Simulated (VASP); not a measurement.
# V (P6_3/mmc) in VASP: notebook

V is run at these levels: LDA; tasks: single point.

Program: VASP 6.6.1. These are calculated values, not measurements. Logs are shortened: lines on timing, memory, paths and dates and some standing lists are left out, and cuts for length are marked.

**1. The cell of the first run**

It takes space group P6_3/mmc (No. 194, hexagonal). The conventional cell has a = 2.604 Å, b = 2.604 Å, c = 4.745 Å, α = 90.00°, β = 90.00°, γ = 120.00°. V (site symmetry -6m2) has 12 V at 2.60 to 2.81 Å within 3.4 Å.

**2. Single point, LDA (volume scaled by 1.08)**

INCAR reads:

```
ALGO     = Normal         # electronic algorithm
EDIFF    = 1E-6           # SCF threshold, eV
ENCUT    = 520            # plane-wave cutoff, eV
ISIF     = 2              # what is computed and relaxed
ISMEAR   = -1             # smearing method
LASPH    = T              # aspherical terms in the spheres
LCHARG   = F              # write CHGCAR
LREAL    = F              # projectors in reciprocal space
LWAVE    = F              # write WAVECAR
NBANDS   = 20             # bands
NELM     = 100            # most SCF steps
PREC     = Accurate       # precision mode
SIGMA    = 0.1            # smearing width, eV
```

KPOINTS reads:

```
k-points
0
Gamma
  16 16 8
```

POSCAR reads:

```
V
1.0
    2.6043614761      0.0000000000      0.0000000000
   -1.3021807380      2.2554431989      0.0000000000
    0.0000000000      0.0000000000      4.7450288422
V
2
Direct
    0.3333333333      0.6666666667      0.2500000000
    0.6666666667      0.3333333333      0.7500000000
```

Potentials or basis: VASP PAW LDA potentials, release 64 (V_sv).

Run with:

```console
cat potpaw_LDA.64/V_sv/POTCAR > POTCAR
mpirun -np 1 vasp_std > vasp.out
```

OUTCAR:

```text
EDIFF = 1E-6
   ENCUT = 520
   ISIF = 2
   ISMEAR = -1
   LASPH = T
   LREAL = F
   NELM = 100
   PREC = Accurate

 ion  position               nearest neighbor table
   1  0.333  0.667  0.250-   2 2.81   2 2.81   2 2.81   2 2.81   2 2.81   2 2.81
   2  0.667  0.333  0.750-   1 2.81   1 2.81   1 2.81   1 2.81   1 2.81   1 2.81

  LATTYP: Found a hexagonal cell.
 ALAT       =     2.6043614761
 C/A-ratio  =     1.8219547808

  Lattice vectors:

 A1 = (   2.6043614761,   0.0000000000,   0.0000000000)
 A2 = (  -1.3021807380,   2.2554431989,   0.0000000000)
 A3 = (   0.0000000000,   0.0000000000,   4.7450288422)

Analysis of symmetry for initial positions (statically):
=====================================================================
 Subroutine PRICEL returns:
 Original cell was already a primitive cell.

 Routine SETGRP: Setting up the symmetry group for a
 hexagonal supercell.

 Subroutine GETGRP returns: Found 24 space group operations
 (whereof 12 operations were pure point group operations)
 out of a pool of 24 trial point group operations.

The static configuration has the point symmetry D_3d.
 The point group associated with its full space group is D_6h.

Analysis of symmetry for dynamics (positions and initial velocities):
=====================================================================
 Subroutine PRICEL returns:
 Original cell was already a primitive cell.

 Routine SETGRP: Setting up the symmetry group for a
 hexagonal supercell.

 Subroutine GETGRP returns: Found 24 space group operations
 (whereof 12 operations were pure point group operations)
 out of a pool of 24 trial point group operations.

The dynamic configuration has the point symmetry D_3d.
 The point group associated with its full space group is D_6h.

 Subroutine INISYM returns: Found 24 space group operations
 (whereof 12 operations are pure point group operations),
 and found     1 'primitive' translations

----------------------------------------------------------------------------------------

                                     Primitive cell

  volume of cell :      27.8722

  direct lattice vectors                    reciprocal lattice vectors
     2.604361476  0.000000000  0.000000000     0.383971276  0.221685920  0.000000000
    -1.302180738  2.255443199  0.000000000     0.000000000  0.443371840  0.000000000
     0.000000000  0.000000000  4.745028842     0.000000000  0.000000000  0.210746875

  length of vectors
     2.604361476  2.604361476  4.745028842     0.443371839  0.443371840  0.210746875

  position of ions in fractional coordinates (direct lattice)
     0.333333333  0.666666667  0.250000000
     0.666666667  0.333333333  0.750000000

  ion indices of the primitive-cell ions
   primitive index   ion index
                 1           1
                 2           2

----------------------------------------------------------------------------------------

 KPOINTS: k-points

Automatic generation of k-mesh.
 Grid dimensions read from file:
 generate k-points for:   16   16    8

 Generating k-lattice:

  Cartesian coordinates                     Fractional coordinates (reciprocal lattice)
     0.023998205  0.013855370  0.000000000     0.062500000  0.000000000  0.000000000
     0.000000000  0.027710740  0.000000000     0.000000000  0.062500000  0.000000000
     0.000000000  0.000000000  0.026343359     0.000000000  0.000000000  0.125000000

  Length of vectors
     0.027710740  0.027710740  0.026343359

  Shift w.r.t. Gamma in fractional coordinates (k-lattice)
     0.000000000  0.000000000  0.000000000

 Subroutine IBZKPT returns following result:
 ===========================================

 Found    150 irreducible k-points:

 Following reciprocal coordinates:
            Coordinates               Weight
  0.000000  0.000000  0.000000      1.000000
  0.062500  0.000000  0.000000      6.000000
  0.125000  0.000000  0.000000      6.000000
  0.187500  0.000000  0.000000      6.000000
  0.250000  0.000000  0.000000      6.000000
  0.312500 -0.000000  0.000000      6.000000
[... 16 lines left out ...]
  0.187500  0.187500  0.000000      6.000000
  0.250000  0.187500  0.000000     12.000000
 [... further k-points ...]
   k-points           NKPTS =    150   k-points in BZ     NKDIM =    150   number of bands    NBANDS=     20
   number of dos      NEDOS =    301   number of ions     NIONS =      2
   total plane-waves  NPLWV =  14400
   dimension x,y,z NGX =    20 NGY =   20 NGZ =   36
   dimension x,y,z NGXF=    40 NGYF=   40 NGZF=   72
   ions per type =               2
   NGX,Y,Z   is equivalent  to a cutoff of  12.77, 12.77, 12.61 a.u.
   NGXF,Y,Z  is equivalent  to a cutoff of  25.53, 25.53, 25.23 a.u.
 SYSTEM =  unknown system
   PREC   = accura    normal or accurate (medium, high low for compatibility)
   ISTART =      0    job   : 0-new  1-cont  2-samecut
   ICHARG =      2    charge: 1-file 2-atom 10-const
   ISPIN  =      1    spin polarized calculation?
   LNONCOLLINEAR =      F non collinear calculations
   LSORBIT =      F    spin-orbit coupling
   LASPH  =      T    aspherical Exc in radial PAW
   ENCUT  =  520.0 eV  38.22 Ry    6.18 a.u.   4.84  4.84  8.82*2*pi/ulx,y,z
   NELM   =    100;   NELMIN=  2; NELMDL= -5     # of ELM steps
   EDIFF  = 0.1E-05   stopping-criterion for ELM
   LREAL  =      F    real-space projection
   EDIFFG = 0.1E-04   stopping-criterion for IOM
   NSW    =      0    number of steps for IOM
   IBRION =     -1    ionic relax: 0-MD 1-quasi-New 2-CG
   NFREE  =      0    steps in history (QN), initial steepest desc. (CG)
   ISIF   =      2    stress and relaxation
   ISYM   =      2    0-nonsym 1-usesym 2-fastsym
   POTIM  = 0.5000    time-step for ionic-motion
   TEBEG  =    0.0;   TEEND  =   0.0 temperature during run
   PSTRESS=    0.0 pullay stress
   NELECT =      26.0000    total number of electrons
   NUPDOWN=      -1.0000    fix difference up-down
   EMIN   =  10.00;   EMAX   =-10.00  energy-range for DOS
   EFERMI =   0.00;   METHOD = LEGACY
   ISMEAR =    -1;   SIGMA  =   0.10  broadening in eV -4-tet -1-fermi 0-gaus
   EFERMI_NEDOS =   21; number of points for ismear=-14 and -15
   IALGO  =     38    algorithm
   IMIX   =      4    mixing-type and parameters
     AMIX     =   0.40;   BMIX     =  1.00
     AMIX_MAG =   1.60;   BMIX_MAG =  1.00
  volume/ion in A,a.u.               =      13.94        94.05
  Fermi-wavevector in a.u.,A,eV,Ry     =   1.599590  3.022786 34.813055  2.558687
  Thomas-Fermi vector in A             =   2.696859
   LORBIT       =      0    0 simple, 1 ext, 2 COOP (PROOUT), +10 PAW based schemes
   GGA     = CA    functional components
   LHFCALC =     F    Hartree Fock is set to
   AEXX    =    0.0000 exact exchange contribution
   IVDW    =     0    specifies the selected vdW correction
   LEPSILON=     F    determine dielectric tensor
   LRPA    =     F    only Hartree local field effects (RPA)
 non-spin polarized calculation
  energy-cutoff  :      520.00
  volume of cell :       27.87
 maximum number of plane-waves:       774
 NGX is ok and might be reduce to    20
   NGX =  9   NGY =  9   NGZ = 17

 number of electron      26.0000011 magnetization

 Free energy of the ion-electron system (eV)
  ---------------------------------------------------
  ext. energy  EPLUGINS =         0.00000000
  ---------------------------------------------------
  free energy    TOTEN  =       -19.31637036 eV

  energy without entropy =      -19.20001069  energy(sigma->0) =      -19.25819053

 E-fermi :   9.4012     XC(G=0): -13.0213

 val. band max:        9.3981144454   @ k =   0.3125   0.0625   0.0000
 cond. band min:       9.4097899708   @ k =   0.2500   0.2500   0.1250
 fundamental gap:      0.0116755254
 Fermi energy:         9.4012476926

 k-point     1 :       0.0000    0.0000    0.0000
  band No.  band energies     occupation
      1     -53.8592      2.00000
      2     -53.7505      2.00000
      3     -28.3821      2.00000
      4     -27.7466      2.00000
      5     -27.5930      2.00000
      6     -27.5930      2.00000
[... 12 lines left out ...]
     19      12.2296      0.00000
     20      12.2296      0.00000

 k-point     2 :       0.0625    0.0000    0.0000
  band No.  band energies     occupation
      1     -53.8518      2.00000
      2     -53.7450      2.00000
      3     -28.3714      2.00000
      4     -27.7470      2.00000
      5     -27.6273      2.00000
      6     -27.6021      2.00000
[... 12 lines left out ...]
     19      12.2474      0.00000
     20      12.5552      0.00000

 k-point     3 :       0.1250    0.0000    0.0000
  band No.  band energies     occupation
      1     -53.8308      2.00000
      2     -53.7295      2.00000
      3     -28.3402      2.00000
      4     -27.7485      2.00000
      5     -27.7247      2.00000
      6     -27.6693      2.00000
[... 12 lines left out ...]
     19      12.2838      0.00000
     20      13.3123      0.00000

 k-point     4 :       0.1875    0.0000    0.0000
  band No.  band energies     occupation
      1     -53.7990      2.00000
      2     -53.7064      2.00000
      3     -28.2916      2.00000
      4     -27.8703      2.00000
      5     -27.8128      2.00000
      6     -27.7526      2.00000
[... 12 lines left out ...]
     19      12.3129      0.00000
     20      14.2731      0.00000

 k-point     5 :       0.2500    0.0000    0.0000
  band No.  band energies     occupation
      1     -53.7606      2.00000
      2     -53.6797      2.00000
      3     -28.2306      2.00000
      4     -28.0414      2.00000
      5     -27.9780      2.00000
      6     -27.7609      2.00000
[... 12 lines left out ...]
     19      12.3242      0.00000
     20      15.3390      0.00000

 k-point     6 :       0.3125   -0.0000    0.0000
  band No.  band energies     occupation
      1     -53.7210      2.00000
      2     -53.6539      2.00000
      3     -28.2115      2.00000
      4     -28.1636      2.00000
      5     -28.1396      2.00000
      6     -27.7750      2.00000
[... 12 lines left out ...]
     19      12.3200      0.00000
     20      16.4566      0.00000

 k-point     7 :       0.3750    0.0000    0.0000
  band No.  band energies     occupation
      1     -53.6858      2.00000
      2     -53.6332      2.00000
      3     -28.3545      2.00000
      4     -28.2742      2.00000
      5     -28.0986      2.00000
      6     -27.7949      2.00000
[... 12 lines left out ...]
     19      12.4629      0.00000
     20      16.9951      0.00000
[... 277 lines left out ...]
 k-point    20 :       0.3125    0.1250    0.0000
  band No.  band energies     occupation
      1     -53.6756      2.00000
      2     -53.6276      2.00000
      3     -28.3300      2.00000
      4     -28.2608      2.00000
      5     -28.0789      2.00000
      6     -27.8522      2.00000
[... 12 lines left out ...]
     19      13.3334      0.00000
     20      17.5193      0.00000

 k-point    21 :       0.3750    0.1250    0.0000
  band No.  band energies     occupation
      1     -53.6519      2.00000
      2     -53.6167      2.00000
      3     -28.4117      2.00000
      4     -28.3296      2.00000
      5     -28.0277      2.00000
      6     -27.8865      2.00000
[... 12 lines left out ...]
     19      14.0996      0.00000
     20      16.8296      0.00000

 k-point    22 :       0.4375    0.1250    0.0000
  band No.  band energies     occupation
      1     -53.6429      2.00000
      2     -53.6135      2.00000
      3     -28.4402      2.00000
      4     -28.3537      2.00000
      5     -28.0059      2.00000
      6     -27.8985      2.00000
[... 12 lines left out ...]
     19      14.6114      0.00000
     20      16.1546      0.00000

 k-point    23 :       0.1875    0.1875    0.0000
  band No.  band energies     occupation
      1     -53.7118      2.00000
      2     -53.6481      2.00000
      3     -28.1582      2.00000
      4     -28.1482      2.00000
      5     -28.1477      2.00000
      6     -27.8069      2.00000
[... 12 lines left out ...]
     19      12.6021      0.00000
     20      16.8752      0.00000

 k-point    24 :       0.2500    0.1875    0.0000
  band No.  band energies     occupation
      1     -53.6790      2.00000
      2     -53.6292      2.00000
      3     -28.2635      2.00000
      4     -28.2252      2.00000
      5     -28.0862      2.00000
      6     -27.8799      2.00000
[... 12 lines left out ...]
     19      13.4186      0.00000
     20      17.9431      0.00000

 [... further k-points ...]
[... 5 lines left out ...]
  --------------------------------------------------------------------------------------
  -------------------------------------------------------------------------------------
  Total       -2.2246447     -2.2246447     -2.1988336     -0.0000000      0.0000000     -0.0000000
  in kB     -127.8789979   -127.8789979   -126.3953038     -0.0000000      0.0000000     -0.0000000
  external PRESSURE =    -127.3844332 kB  Pullay stress =       0.0000000 kB

 VOLUME and BASIS-vectors are now :
 -----------------------------------------------------------------------------
  energy-cutoff  :      520.00
  volume of cell :       27.87
      direct lattice vectors                 reciprocal lattice vectors
     2.604361476  0.000000000  0.000000000     0.383971276  0.221685920  0.000000000
    -1.302180738  2.255443199  0.000000000     0.000000000  0.443371840  0.000000000
     0.000000000  0.000000000  4.745028842     0.000000000  0.000000000  0.210746875

 POSITION                                       TOTAL-FORCE (eV/Angst)
 -----------------------------------------------------------------------------------
     -0.00000      1.50363      1.18626         0.000000     -0.000000      0.000000
      1.30218      0.75181      3.55877        -0.000000      0.000000      0.000000
 -----------------------------------------------------------------------------------
    total drift:                                0.000000     -0.000000      0.000000

  FREE ENERGIE OF THE ION-ELECTRON SYSTEM (eV)
  ---------------------------------------------------
  free  energy   TOTEN  =       -19.3163703621 eV

  energy  without entropy=      -19.2000106893  energy(sigma->0) =      -19.25819053
```

It took 33 s on 1 thread of Intel Xeon 6975P-C (Granite Rapids), shared host; peak memory 0.17 GiB.

What came out:

```
Free energy            : -19.3164 eV
Pressure               : -12.7 GPa
Band gap on the k mesh : zero (band 13 reaches 11.01 eV, above the bottom of band 14 at 8.83 eV)
```

Levels at points of the mesh, in eV from the Fermi level:
```
           k point  band 11  band 12  band 13  band 14  band 15  band 16
(0.00, 0.00, 0.00)    -0.61    -0.16     0.32     0.32     0.62     0.62
(0.50, 0.00, 0.00)    -2.69    -0.40    -0.10     0.30     0.60     2.89
(0.00, 0.00, 0.50)    -1.02    -1.02     0.36     0.36     0.36     0.36
(0.50, 0.00, 0.50)    -1.80    -1.80     1.61     1.61     1.67     1.67
```

(Continued in part 2 of 2.)
